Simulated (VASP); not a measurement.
# Au (P-1) in VASP: a series of runs, part 2 of 2

VASP 6.6.1. The steps go on from the part before.

## 3. Single point, r2SCAN

This run uses another cell than the first one, of 19.55 Å³/atom.

Contents of POSCAR:

```
Au
1.0
    2.8154890579      0.0000000000      0.0000000000
   -0.0129553469      2.8201795887      0.0000000000
   -1.1378916452     -1.1854109603      4.9240140333
Au
2
Direct
    0.6728620000      0.6659620000      0.2740550000
    0.3271380000      0.3340380000      0.7259450000
```

Contents of INCAR.step1:

```
SYSTEM = Au
PREC = Accurate ; ENCUT = 520
ISMEAR = -1 ; SIGMA = 0.05
LREAL = .False. ; LASPH = .True.
NELM = 60 ; NBANDS = 18
GGA = PE ; ALGO = Normal
EDIFF = 1E-4 ; LWAVE = .True.
LCHARG = .False.
```

Contents of INCAR.step2:

```
SYSTEM = Au
PREC = Accurate ; ENCUT = 520
EDIFF = 1E-6 ; ISMEAR = -1
SIGMA = 0.05 ; LREAL = .False.
LASPH = .True. ; NELM = 60
ALGO = Normal ; ISIF = 2
LWAVE = .False. ; LCHARG = .True.
METAGGA = R2SCAN ; LMIXTAU = .True.
LELF = .True. ; LVHAR = .True.
NBANDS = 18 ; ISTART = 1
```

Contents of KPOINTS:

```
regular mesh
0
Gamma
  10 10 6
  0 0 0
```

Potentials or basis: VASP PAW PBE potentials, release 64 (Au).

The run is started by

```console
cat potpaw_PBE.64/Au/POTCAR > POTCAR
cp INCAR.step1 INCAR
mpirun -np 1 vasp_std > vasp.out
cp INCAR.step2 INCAR
mpirun -np 1 vasp_std > vasp.out
```

OUTCAR:

```text
SYSTEM = Au
   PREC = Accurate
   ENCUT = 520
   EDIFF = 1E-6
   ISMEAR = -1
   LREAL = .False.
   LASPH = .True.
   NELM = 60
   ISIF = 2
   METAGGA = R2SCAN
   ISTART = 1

 ion  position               nearest neighbor table
   1  0.673  0.666  0.274-   2 2.74   2 2.92   2 2.98   2 3.00   2 3.05
   2  0.327  0.334  0.726-   1 2.74   1 2.92   1 2.98   1 3.00   1 3.05

  LATTYP: Found a triclinic cell.
 ALAT       =     2.8154890579
 B/A-ratio  =     1.4186468224
 C/A-ratio  =     2.8424930260
 COS(alpha) =     0.0022337933
 COS(beta)  =     0.5581870929
 COS(gamma) =     0.7081406305

  Lattice vectors:

 A1 = (  -2.8154890579,   0.0000000000,   0.0000000000)
 A2 = (  -2.8284444048,   2.8201795887,   0.0000000000)
 A3 = (  -4.4671757768,  -4.4549482171,  -4.9240140333)

Analysis of symmetry for initial positions (statically):
=====================================================================
 Subroutine PRICEL returns:
 Original cell was already a primitive cell.

 Routine SETGRP: Setting up the symmetry group for a
 triclinic supercell.

 Subroutine GETGRP returns: Found  2 space group operations
 (whereof  2 operations were pure point group operations)
 out of a pool of  2 trial point group operations.

The static configuration has the point symmetry S_2 .

Analysis of symmetry for dynamics (positions and initial velocities):
=====================================================================
 Subroutine PRICEL returns:
 Original cell was already a primitive cell.

 Routine SETGRP: Setting up the symmetry group for a
 triclinic supercell.

 Subroutine GETGRP returns: Found  2 space group operations
 (whereof  2 operations were pure point group operations)
 out of a pool of  2 trial point group operations.

The dynamic configuration has the point symmetry S_2 .

 Subroutine INISYM returns: Found  2 space group operations
 (whereof  2 operations are pure point group operations),
 and found     1 'primitive' translations

----------------------------------------------------------------------------------------

                                     Primitive cell

  volume of cell :      39.0976

  direct lattice vectors                    reciprocal lattice vectors
     2.815489058  0.000000000  0.000000000     0.355178081  0.001631618  0.082470989
    -0.012955347  2.820179589  0.000000000     0.000000000  0.354587348  0.085363633
    -1.137891645 -1.185410960  4.924014033     0.000000000  0.000000000  0.203086342

  length of vectors
     2.815489058  2.820209346  5.190945072     0.364630766  0.364717887  0.203086342

  position of ions in fractional coordinates (direct lattice)
     0.672862000  0.665962000  0.274055000
     0.327138000  0.334038000  0.725945000

  ion indices of the primitive-cell ions
   primitive index   ion index
                 1           1
                 2           2

----------------------------------------------------------------------------------------

 KPOINTS: regular mesh

Automatic generation of k-mesh.
 Grid dimensions read from file:
 generate k-points for:   10   10    6

 Generating k-lattice:

  Cartesian coordinates                     Fractional coordinates (reciprocal lattice)
     0.035517808  0.000163162  0.008247099     0.100000000  0.000000000  0.000000000
     0.000000000  0.035458735  0.008536363     0.000000000  0.100000000  0.000000000
     0.000000000  0.000000000  0.033847724     0.000000000  0.000000000  0.166666667

  Length of vectors
     0.036463077  0.036471789  0.033847724

  Shift w.r.t. Gamma in fractional coordinates (k-lattice)
     0.000000000  0.000000000  0.000000000

 Subroutine IBZKPT returns following result:
 ===========================================

 Found    304 irreducible k-points:

 Following reciprocal coordinates:
            Coordinates               Weight
  0.000000  0.000000  0.000000      1.000000
  0.100000  0.000000  0.000000      2.000000
  0.200000  0.000000  0.000000      2.000000
  0.300000  0.000000  0.000000      2.000000
  0.400000  0.000000  0.000000      2.000000
  0.500000  0.000000  0.000000      1.000000
[... 16 lines left out ...]
 -0.400000  0.200000  0.000000      2.000000
 -0.300000  0.200000  0.000000      2.000000
 [... further k-points ...]
   k-points           NKPTS =    304   k-points in BZ     NKDIM =    304   number of bands    NBANDS=     18
   number of dos      NEDOS =    301   number of ions     NIONS =      2
   total plane-waves  NPLWV =  23040
   dimension x,y,z NGX =    24 NGY =   24 NGZ =   40
   dimension x,y,z NGXF=    48 NGYF=   48 NGZF=   80
   ions per type =               2
   NGX,Y,Z   is equivalent  to a cutoff of  14.17, 14.15, 12.81 a.u.
   NGXF,Y,Z  is equivalent  to a cutoff of  28.34, 28.30, 25.62 a.u.
 SYSTEM =  Au
   PREC   = accura    normal or accurate (medium, high low for compatibility)
   ISTART =      1    job   : 0-new  1-cont  2-samecut
   ICHARG =      0    charge: 1-file 2-atom 10-const
   ISPIN  =      1    spin polarized calculation?
   LNONCOLLINEAR =      F non collinear calculations
   LSORBIT =      F    spin-orbit coupling
   LASPH  =      T    aspherical Exc in radial PAW
   ENCUT  =  520.0 eV  38.22 Ry    6.18 a.u.   5.23  5.24  9.65*2*pi/ulx,y,z
   NELM   =     60;   NELMIN=  2; NELMDL=  0     # of ELM steps
   EDIFF  = 0.1E-05   stopping-criterion for ELM
   LREAL  =      F    real-space projection
   EDIFFG = 0.1E-04   stopping-criterion for IOM
   NSW    =      0    number of steps for IOM
   IBRION =     -1    ionic relax: 0-MD 1-quasi-New 2-CG
   NFREE  =      0    steps in history (QN), initial steepest desc. (CG)
   ISIF   =      2    stress and relaxation
   ISYM   =      2    0-nonsym 1-usesym 2-fastsym
   POTIM  = 0.5000    time-step for ionic-motion
   TEBEG  =    0.0;   TEEND  =   0.0 temperature during run
   PSTRESS=    0.0 pullay stress
   NELECT =      22.0000    total number of electrons
   NUPDOWN=      -1.0000    fix difference up-down
   EMIN   =  10.00;   EMAX   =-10.00  energy-range for DOS
   EFERMI =   0.00;   METHOD = LEGACY
   ISMEAR =    -1;   SIGMA  =   0.05  broadening in eV -4-tet -1-fermi 0-gaus
   EFERMI_NEDOS =   21; number of points for ismear=-14 and -15
   IALGO  =     38    algorithm
   IMIX   =      4    mixing-type and parameters
     AMIX     =   0.40;   BMIX     =  1.00
     AMIX_MAG =   1.60;   BMIX_MAG =  1.00
  volume/ion in A,a.u.               =      19.55       131.92
  Fermi-wavevector in a.u.,A,eV,Ry     =   1.351551  2.554061 24.853627  1.826690
  Thomas-Fermi vector in A             =   2.478963
   LORBIT       =      0    0 simple, 1 ext, 2 COOP (PROOUT), +10 PAW based schemes
   METAGGA = R2SCAN    functional components
   LHFCALC =     F    Hartree Fock is set to
   AEXX    =    0.0000 exact exchange contribution
   IVDW    =     0    specifies the selected vdW correction
   LEPSILON=     F    determine dielectric tensor
   LRPA    =     F    only Hartree local field effects (RPA)
 non-spin polarized calculation
  energy-cutoff  :      520.00
  volume of cell :       39.10
 maximum number of plane-waves:      1074
 NGX is ok and might be reduce to    24
   NGX = 11   NGY = 11   NGZ = 19

 number of electron      22.0000000 magnetization

 Free energy of the ion-electron system (eV)
  ---------------------------------------------------
  ext. energy  EPLUGINS =         0.00000000
  ---------------------------------------------------
  free energy    TOTEN  =      -100.97794548 eV

  energy without entropy =     -100.97455546  energy(sigma->0) =     -100.97625047

 E-fermi :   7.0797     XC(G=0): -12.6018

 val. band max:        7.0776024722   @ k =   0.3000   0.4000   0.0000
 cond. band min:       7.1163995665   @ k =  -0.4000   0.3000   0.3333
 fundamental gap:      0.0387970943
 Fermi energy:         7.0796903233

 k-point     1 :       0.0000    0.0000    0.0000
  band No.  band energies     occupation
      1      -1.5897      2.00000
      2       0.8237      2.00000
      3       1.0811      2.00000
      4       1.6107      2.00000
      5       2.1825      2.00000
      6       3.9638      2.00000
[... 10 lines left out ...]
     17      23.5016      0.00000
     18      25.5340      0.00000

 k-point     2 :       0.1000    0.0000    0.0000
  band No.  band energies     occupation
      1      -1.3376      2.00000
      2       0.9710      2.00000
      3       1.2423      2.00000
      4       1.7379      2.00000
      5       2.2776      2.00000
      6       3.7703      2.00000
[... 10 lines left out ...]
     17      23.7937      0.00000
     18      25.5244      0.00000
[... 442 lines left out ...]
 k-point    24 :      -0.3000    0.2000    0.0000
  band No.  band energies     occupation
      1       0.7519      2.00000
      2       2.0631      2.00000
      3       2.1251      2.00000
      4       2.4618      2.00000
      5       2.7066      2.00000
      6       3.1679      2.00000
[... 10 lines left out ...]
     17      20.1779      0.00000
     18      24.9108      0.00000

 [... further k-points ...]
[... 5 lines left out ...]
  --------------------------------------------------------------------------------------
  -------------------------------------------------------------------------------------
  Total       -1.1106891     -1.1731434     -0.5471221      0.0494555      0.1149619      0.1468824
  in kB      -45.5148610    -48.0741687    -22.4204827      2.0266333      4.7110174      6.0190863
  external PRESSURE =     -38.6698375 kB  Pullay stress =       0.0000000 kB

 VOLUME and BASIS-vectors are now :
 -----------------------------------------------------------------------------
  energy-cutoff  :      520.00
  volume of cell :       39.10
      direct lattice vectors                 reciprocal lattice vectors
     2.815489058  0.000000000  0.000000000     0.355178081  0.001631618  0.082470989
    -0.012955347  2.820179589  0.000000000     0.000000000  0.354587348  0.085363633
    -1.137891645 -1.185410960  4.924014033     0.000000000  0.000000000  0.203086342

 POSITION                                       TOTAL-FORCE (eV/Angst)
 -----------------------------------------------------------------------------------
      1.57396      1.55326      1.34945         0.026813      0.023530      0.031507
      0.09068      0.08150      3.57456        -0.026813     -0.023530     -0.031507
 -----------------------------------------------------------------------------------
    total drift:                                0.000000     -0.000000      0.000000

  FREE ENERGIE OF THE ION-ELECTRON SYSTEM (eV)
  ---------------------------------------------------
  free  energy   TOTEN  =      -100.9779454818 eV

  energy  without entropy=     -100.9745554562  energy(sigma->0) =     -100.97625047
```

Wall time 7.2 min (1 thread of Intel Xeon 8259CL, shared host); peak memory 0.31 GiB.

What came out:

```yaml
Free_energy: -100.9779 eV
Pressure: -3.9 GPa
Largest_force: 0.048 eV/Å
Band_gap_on_the_k_mesh: zero (bands 11 and 12 overlap by 5.46 eV)
```

Forces in eV/Å, atoms in the order of the input:
```
Au   0.027  0.024  0.032
Au  -0.027 -0.024 -0.032
```

Stress tensor (GPa, compression positive):
```
-4.55  0.20  0.60
 0.20 -4.81  0.47
 0.60  0.47 -2.24
```

Caveat: the cell stands under tension; the PAW data sets were made with another functional, which shifts forces and pressure a little; spin-orbit coupling is left out, which moves the levels of the heavy elements.

The gap in the log of VASP goes by the Fermi energy; the results here count the filled bands.